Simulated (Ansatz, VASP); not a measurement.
One calculation of HfN, two programs

Contents of INCAR:

```
SYSTEM = HfN
PREC = Accurate ; ENCUT = 520
EDIFF = 1E-6 ; ISMEAR = -1
SIGMA = 0.03 ; LREAL = .False.
LASPH = .True. ; NELM = 80
ALGO = Normal ; ISIF = 2
LWAVE = .False. ; LCHARG = .True.
GGA = PE ; LELF = .True.
LVHAR = .True. ; NBANDS = 14
```

Contents of KPOINTS:

```
regular mesh
0
Gamma
  10 10 10
  0 0 0
```

POSCAR

```
HfN
1.0
    0.0000000000      2.3267700000      2.2590000000
    2.3267700000      0.0000000000      2.2590000000
    2.3267700000      2.3267700000      0.0000000000
Hf N
1 1
Direct
    0.0000000000      0.0000000000      0.0000000000
    0.5000000000      0.5000000000      0.5000000000
```

Input for Ansatz:

```yaml
crystal:
  lattice:
    - [0.0, 2.32677, 2.259]
    - [2.32677, 0.0, 2.259]
    - [2.32677, 2.32677, 0.0]
  atoms:
    - { symbol: Hf, position: [0.0, 0.0, 0.0] }
    - { symbol: "N", position: [0.5, 0.5, 0.5] }
kpoints:
  mp_grid: { grid: [10, 10, 10] }
  band_path:
    path:
      - [0.0, 0.0, 0.0]
      - [0.0, 0.5, 0.5]
      - [0.25, 0.75, 0.5]
      - [0.0, 0.5, 0.0]
      - [0.0, 0.0, 0.0]
      - [0.5, 0.5, 0.0]
      - [0.3826125, 0.6173875, 0.0]
      - [-0.3826125, 0.3826125, 0.0]
      - [0.0, 0.0, 0.0]
    npoints: 5
scf:
  occupations: { method: fermi_dirac, width: 0.03 }
hamiltonian:
  xc: pbe
  pseudopotentials: { kind: all_electron, lapw: { basis_error: 0.001 } }
output:
  forces: true
  stress: true
  eigenvalues: true
```

Change from the starting cell: equal xx and yy strain of +3 %.

Alike in both runs: task single point; functional PBE; k mesh 10 × 10 × 10; occupations fermi-dirac, width 0.03 eV; no spin polarisation.

|  | VASP | Ansatz |
| --- | --- | --- |
| version | VASP 6.6.1 | Ansatz 0.2.0 |
| potentials or method | VASP PAW PBE potentials, release 64 (Hf_pv, N), cutoff 520 eV | all-electron LAPW, scalar-relativistic |

Ansatz gave:

| Property | Result |
| --- | --- |
| pressure (GPa) | -9.0 |
| traceless stress, the component that is largest in VASP (GPa) | 6.99 |

Problem. Estimate VASP's values.

Solution. Pressure (GPa): -11.2; traceless stress, the component that is largest in VASP (GPa): 6.86.

Ansatz ran all-electron here, and VASP with PAW potentials.

Spin-orbit coupling is off throughout.
